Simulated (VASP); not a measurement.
# Pd (Immm) in VASP: notebook

The runs below take Pd through single point, with PBE.

Program: VASP 6.6.1. These are calculated values, not measurements. Logs are shortened: lines on timing, memory, paths and dates and some standing lists are left out, and cuts for length are marked.

## (1) The cell of the first run

Symmetry: Immm, No. 71, orthorhombic system. Conventional cell: a = 2.709 Å, b = 2.792 Å, c = 3.890 Å, α = 90.00°, β = 90.00°, γ = 90.00°. Pd (site symmetry mmm) has 12 Pd at 2.71 to 2.79 Å within 3.6 Å.

## (2) Single point, PBE (strain +0.0300 x Voigt [0, 0, 0, 0, 1, 0])

Contents of INCAR:

```
PREC = Accurate
ENCUT = 520
EDIFF = 1E-7
ISMEAR = 0
SIGMA = 0.15
LREAL = F
LASPH = T
NELM = 100
ALGO = Fast
ISIF = 2
LWAVE = F
LCHARG = T
GGA = PE
LELF = T
LVHAR = T
NBANDS = 11
```

Contents of KPOINTS:

```
Automatic mesh
0
Gamma
  20 20 20
```

Contents of POSCAR:

```
Pd
1.0
    0.0291735000      1.9449000000      1.9449000000
    1.9740735000      0.0000000000      1.9740735000
    1.9449000000      1.9449000000      0.0291735000
Pd
1
Direct
    0.0000000000      0.0000000000      0.0000000000
```

Potentials or basis: VASP PAW PBE potentials, release 64 (Pd).

Started as:

```console
$ cat potpaw_PBE.64/Pd/POTCAR > POTCAR
$ mpirun -np 1 vasp_std > vasp.out
```

OUTCAR:

```text
PREC = Accurate
   ENCUT = 520
   EDIFF = 1E-7
   ISMEAR = 0
   LREAL = F
   LASPH = T
   NELM = 100
   ISIF = 2
   GGA = PE

 ion  position               nearest neighbor table
   1  0.000  0.000  0.000-

  LATTYP: Found a body centered orthorhombic cell.
 ALAT       =     2.7092463981
 B/A-ratio  =     1.0304568528
 C/A-ratio  =     1.4357498095

  Lattice vectors:

 A1 = (   0.0291735000,  -1.9449000000,   1.9449000000)
 A2 = (  -0.0291735000,  -1.9449000000,  -1.9449000000)
 A3 = (   1.9449000000,   1.9449000000,   0.0291735000)

Analysis of symmetry for initial positions (statically):
=====================================================================
 Subroutine PRICEL returns:
 Original cell was already a primitive cell.

 Routine SETGRP: Setting up the symmetry group for a
 body centered orthorhombic supercell.

 Subroutine GETGRP returns: Found  8 space group operations
 (whereof  8 operations were pure point group operations)
 out of a pool of  8 trial point group operations.

The static configuration has the point symmetry D_2h.

Analysis of symmetry for dynamics (positions and initial velocities):
=====================================================================
 Subroutine PRICEL returns:
 Original cell was already a primitive cell.

 Routine SETGRP: Setting up the symmetry group for a
 body centered orthorhombic supercell.

 Subroutine GETGRP returns: Found  8 space group operations
 (whereof  8 operations were pure point group operations)
 out of a pool of  8 trial point group operations.

The dynamic configuration has the point symmetry D_2h.

 Subroutine INISYM returns: Found  8 space group operations
 (whereof  8 operations are pure point group operations),
 and found     1 'primitive' translations

----------------------------------------------------------------------------------------

                                     Primitive cell

  volume of cell :      14.7104

  direct lattice vectors                    reciprocal lattice vectors
     0.029173500  1.944900000  1.944900000    -0.260997590  0.257082626  0.260997590
     1.974073500  0.000000000  1.974073500     0.253283376 -0.257082626  0.253283376
     1.944900000  1.944900000  0.029173500     0.260997590  0.257082626 -0.260997590

  length of vectors
     2.750658669  2.791761517  2.750658669     0.449812140  0.440904087  0.449812140

  position of ions in fractional coordinates (direct lattice)
     0.000000000  0.000000000  0.000000000

  ion indices of the primitive-cell ions
   primitive index   ion index
                 1           1

----------------------------------------------------------------------------------------

 KPOINTS: Automatic mesh

Automatic generation of k-mesh.
 Grid dimensions read from file:
 generate k-points for:   20   20   20

 Generating k-lattice:

  Cartesian coordinates                     Fractional coordinates (reciprocal lattice)
    -0.013049880  0.012854131  0.013049880     0.050000000  0.000000000  0.000000000
     0.012664169 -0.012854131  0.012664169    -0.000000000  0.050000000 -0.000000000
     0.013049880  0.012854131 -0.013049880     0.000000000  0.000000000  0.050000000

  Length of vectors
     0.022490607  0.022045204  0.022490607

  Shift w.r.t. Gamma in fractional coordinates (k-lattice)
     0.000000000  0.000000000  0.000000000

 Subroutine IBZKPT returns following result:
 ===========================================

 Found   1166 irreducible k-points:

 Following reciprocal coordinates:
            Coordinates               Weight
  0.000000  0.000000  0.000000      1.000000
  0.050000  0.000000  0.000000      4.000000
  0.100000  0.000000  0.000000      4.000000
  0.150000  0.000000  0.000000      4.000000
  0.200000  0.000000  0.000000      4.000000
  0.250000  0.000000  0.000000      4.000000
[... 16 lines left out ...]
 -0.450000  0.050000 -0.000000      8.000000
 -0.400000  0.050000 -0.000000      8.000000
 [... further k-points ...]
   k-points           NKPTS =   1166   k-points in BZ     NKDIM =   1166   number of bands    NBANDS=     11
   number of dos      NEDOS =    301   number of ions     NIONS =      1
   total plane-waves  NPLWV =   9600
   dimension x,y,z NGX =    20 NGY =   24 NGZ =   20
   dimension x,y,z NGXF=    40 NGYF=   48 NGZF=   40
   ions per type =               1
   NGX,Y,Z   is equivalent  to a cutoff of  12.09, 14.29, 12.09 a.u.
   NGXF,Y,Z  is equivalent  to a cutoff of  24.18, 28.58, 24.18 a.u.
 SYSTEM =  unknown system
   PREC   = accura    normal or accurate (medium, high low for compatibility)
   ISTART =      0    job   : 0-new  1-cont  2-samecut
   ICHARG =      2    charge: 1-file 2-atom 10-const
   ISPIN  =      1    spin polarized calculation?
   LNONCOLLINEAR =      F non collinear calculations
   LSORBIT =      F    spin-orbit coupling
   LASPH  =      T    aspherical Exc in radial PAW
   ENCUT  =  520.0 eV  38.22 Ry    6.18 a.u.   5.11  5.19  5.11*2*pi/ulx,y,z
   NELM   =    100;   NELMIN=  2; NELMDL= -5     # of ELM steps
   EDIFF  = 0.1E-06   stopping-criterion for ELM
   LREAL  =      F    real-space projection
   EDIFFG = 0.1E-05   stopping-criterion for IOM
   NSW    =      0    number of steps for IOM
   IBRION =     -1    ionic relax: 0-MD 1-quasi-New 2-CG
   NFREE  =      0    steps in history (QN), initial steepest desc. (CG)
   ISIF   =      2    stress and relaxation
   ISYM   =      2    0-nonsym 1-usesym 2-fastsym
   POTIM  = 0.5000    time-step for ionic-motion
   TEBEG  =    0.0;   TEEND  =   0.0 temperature during run
   PSTRESS=    0.0 pullay stress
   NELECT =      10.0000    total number of electrons
   NUPDOWN=      -1.0000    fix difference up-down
   EMIN   =  10.00;   EMAX   =-10.00  energy-range for DOS
   EFERMI =   0.00;   METHOD = LEGACY
   ISMEAR =     0;   SIGMA  =   0.15  broadening in eV -4-tet -1-fermi 0-gaus
   EFERMI_NEDOS =   21; number of points for ismear=-14 and -15
   IALGO  =     68    algorithm
   IMIX   =      4    mixing-type and parameters
     AMIX     =   0.40;   BMIX     =  1.00
     AMIX_MAG =   1.60;   BMIX_MAG =  1.00
  volume/ion in A,a.u.               =      14.71        99.27
  Fermi-wavevector in a.u.,A,eV,Ry     =   1.439462  2.720188 28.191954  2.072050
  Thomas-Fermi vector in A             =   2.558315
   LORBIT       =      0    0 simple, 1 ext, 2 COOP (PROOUT), +10 PAW based schemes
   GGA     = PE    functional components
   LHFCALC =     F    Hartree Fock is set to
   AEXX    =    0.0000 exact exchange contribution
   IVDW    =     0    specifies the selected vdW correction
   LEPSILON=     F    determine dielectric tensor
   LRPA    =     F    only Hartree local field effects (RPA)
 non-spin polarized calculation
 RMM-DIIS sequential band-by-band and
 Gauss-broadening in eV      SIGMA  =   0.15
  energy-cutoff  :      520.00
  volume of cell :       14.71
 maximum number of plane-waves:       407
   NGX = 11   NGY = 11   NGZ = 11

 number of electron      10.0000002 magnetization

 Free energy of the ion-electron system (eV)
  ---------------------------------------------------
  ext. energy  EPLUGINS =         0.00000000
  ---------------------------------------------------
  free energy    TOTEN  =        -5.21290132 eV

  energy without entropy =       -5.18630858  energy(sigma->0) =       -5.19960495

 E-fermi :   9.8224     XC(G=0): -13.2024

 val. band max:        9.8205840758   @ k =  -0.2000   0.4500   0.2000
 cond. band min:       9.8223616619   @ k =  -0.4500   0.3500   0.1000
 fundamental gap:      0.0017775861
 Fermi energy:         9.8223544182

 k-point     1 :       0.0000    0.0000    0.0000
  band No.  band energies     occupation
      1       2.6686      2.00000
      2       6.8379      2.00000
      3       6.9461      2.00000
      4       7.1120      2.00000
      5       8.5950      2.00000
      6       8.6032      2.00000
      7      27.0054      0.00000
      8      31.3246      0.00000
      9      31.8373      0.00000
     10      32.3257      0.00000
     11      36.9904      0.00000

 k-point     2 :       0.0500    0.0000    0.0000
  band No.  band energies     occupation
      1       2.7624      2.00000
      2       6.8717      2.00000
      3       6.9569      2.00000
      4       7.1039      2.00000
      5       8.5750      2.00000
      6       8.5830      2.00000
      7      27.1160      0.00000
      8      31.4190      0.00000
      9      31.4355      0.00000
     10      32.1677      0.00000
     11      37.5015      0.00000

 k-point     3 :       0.1000    0.0000    0.0000
  band No.  band energies     occupation
      1       3.0359      2.00000
      2       6.9115      2.00000
      3       6.9630      2.00000
      4       7.1621      2.00000
      5       8.5270      2.00000
      6       8.5336      2.00000
      7      27.4011      0.00000
      8      30.0559      0.00000
      9      31.7530      0.00000
     10      32.4036      0.00000
     11      37.1919      0.00000

 k-point     4 :       0.1500    0.0000    0.0000
  band No.  band energies     occupation
      1       3.4592      2.00000
      2       6.8144      2.00000
      3       7.0787      2.00000
      4       7.2931      2.00000
      5       8.4888      2.00000
      6       8.4916      2.00000
      7      27.6093      0.00000
      8      28.5748      0.00000
      9      32.2282      0.00000
     10      32.8225      0.00000
     11      36.5798      0.00000
[... 239 lines left out ...]
 k-point    22 :       0.5000    0.0500    0.0000
  band No.  band energies     occupation
      1       4.5753      2.00000
      2       6.7554      2.00000
      3       7.0805      2.00000
      4       9.3399      1.99999
      5       9.8532      0.77085
      6      11.4197      0.00000
      7      17.4511      0.00000
      8      26.3142      0.00000
      9      30.2312      0.00000
     10      30.6946      0.00000
     11      37.2305      0.00000

 k-point    23 :      -0.4500    0.0500   -0.0000
  band No.  band energies     occupation
      1       4.5834      2.00000
      2       6.7692      2.00000
      3       7.0808      2.00000
      4       9.3544      1.99999
      5       9.7664      1.40247
      6      11.2837      0.00000
      7      17.6558      0.00000
      8      26.3381      0.00000
      9      30.0926      0.00000
     10      30.9743      0.00000
     11      37.0989      0.00000

 k-point    24 :      -0.4000    0.0500   -0.0000
  band No.  band energies     occupation
      1       4.6290      2.00000
      2       6.8294      2.00000
      3       7.1259      2.00000
      4       9.0880      2.00000
      5       9.5492      1.98998
      6      10.5906      0.00000
      7      18.8136      0.00000
      8      26.5453      0.00000
      9      30.2427      0.00000
     10      31.6432      0.00000
     11      36.7624      0.00000

 [... further k-points ...]

------------------------ aborting loop because EDIFF is reached ----------------------------------------

  FORCE on cell =-STRESS in cart. coord.  units (eV):
  Direction    XX          YY          ZZ          XY          YZ          ZX
  --------------------------------------------------------------------------------------
  -------------------------------------------------------------------------------------
  Total        0.7048518      0.6685167      0.7048518      0.0000000      0.0000000     -0.2253426
  in kB       76.7687219     72.8112950     76.7687219      0.0000000      0.0000000    -24.5431256
  external PRESSURE =      75.4495796 kB  Pullay stress =       0.0000000 kB

 VOLUME and BASIS-vectors are now :
 -----------------------------------------------------------------------------
  energy-cutoff  :      520.00
  volume of cell :       14.71
      direct lattice vectors                 reciprocal lattice vectors
     0.029173500  1.944900000  1.944900000    -0.260997590  0.257082626  0.260997590
     1.974073500  0.000000000  1.974073500     0.253283376 -0.257082626  0.253283376
     1.944900000  1.944900000  0.029173500     0.260997590  0.257082626 -0.260997590

 POSITION                                       TOTAL-FORCE (eV/Angst)
 -----------------------------------------------------------------------------------
      0.00000      0.00000      0.00000        -0.000000      0.000000      0.000000
 -----------------------------------------------------------------------------------
    total drift:                                0.000000     -0.000000     -0.000000

  FREE ENERGIE OF THE ION-ELECTRON SYSTEM (eV)
  ---------------------------------------------------
  free  energy   TOTEN  =        -5.2129013246 eV

  energy  without entropy=       -5.1863085837  energy(sigma->0) =       -5.19960495
```

Wall time 2.2 min (1 thread of Intel Xeon Platinum 8488C (Sapphire Rapids), shared host); peak memory 0.29 GiB.

What came out:

```yaml
Free_energy: -5.2129 eV
Pressure: 7.5 GPa
Band_gap_on_the_k_mesh: zero (band 5 reaches 10.13 eV, above the bottom of band 6 at 8.49 eV)
```

Stress tensor (GPa, compression positive):
```
 7.68  0.00 -2.45
 0.00  7.28  0.00
-2.45  0.00  7.68
```

Caveat: the cell differs from its parent crystal (strain +0.0300 x Voigt [0, 0, 0, 0, 1, 0]).

## (3) Single point, PBE (strain -0.0200 x Voigt [0, 0, 0, 0, 1, 0])

Contents of INCAR:

```
SYSTEM = Pd
PREC = Accurate
ENCUT = 520
EDIFF = 1E-6
ISMEAR = 0
SIGMA = 0.15
LREAL = .FALSE.
LASPH = .TRUE.
NELM = 100
ALGO = Fast
ISIF = 2
LWAVE = .FALSE.
LCHARG = .FALSE.
GGA = PE
NBANDS = 11
```

Contents of KPOINTS:

```
Automatic mesh
0
G
  20 20 20
  0 0 0
```

Contents of POSCAR:

```
Pd
1.0
   -0.0194490000      1.9449000000      1.9449000000
    1.9254510000      0.0000000000      1.9254510000
    1.9449000000      1.9449000000     -0.0194490000
Pd
1
Direct
    0.0000000000      0.0000000000      0.0000000000
```

Potentials or basis: VASP PAW PBE potentials, release 64 (Pd).

Started as:

```console
$ cat potpaw_PBE.64/Pd/POTCAR > POTCAR
$ mpirun -np 1 vasp_std > vasp.out
```

Run time: 87 s. Hardware: 1 thread of Intel Xeon Platinum 8488C (Sapphire Rapids), shared host; peak memory 0.29 GiB.

It converged, with:

```
Free energy            : -5.2149 eV
Pressure               : 7.5 GPa
Band gap on the k mesh : zero (band 5 reaches 10.12 eV, above the bottom of band 6 at 8.50 eV)
```

Stress tensor (GPa, compression positive):
```
7.51 0.00 1.62
0.00 7.34 0.00
1.62 0.00 7.51
```

Levels at points of the mesh, in eV from the Fermi level:
| k point | band 2 | band 3 | band 4 | band 5 | band 6 | band 7 | band 8 | band 9 |
| --- | --- | --- | --- | --- | --- | --- | --- | --- |
| (0.00, 0.00, 0.00) | -2.94 | -2.86 | -2.76 | -1.23 | -1.23 | 17.19 | 21.66 | 22.00 |
| (0.50, 0.00, 0.00) | -2.98 | -2.80 | -0.08 | 0.00 | 0.93 | 7.20 | 16.65 | 21.15 |
| (0.00, 0.50, 0.00) | -2.99 | -2.82 | -0.05 | 0.03 | 1.11 | 7.49 | 16.47 | 20.85 |
| (0.50, 0.50, 0.00) | -5.12 | -0.06 | 0.29 | 0.30 | 3.36 | 10.81 | 13.23 | 13.23 |
| (0.50, 0.00, 0.50) | -5.12 | -0.05 | 0.28 | 0.30 | 3.36 | 10.80 | 12.85 | 13.62 |

Caveat: the cell differs from its parent crystal (strain -0.0200 x Voigt [0, 0, 0, 0, 1, 0]).

(Part 1 of 2 ends here.)
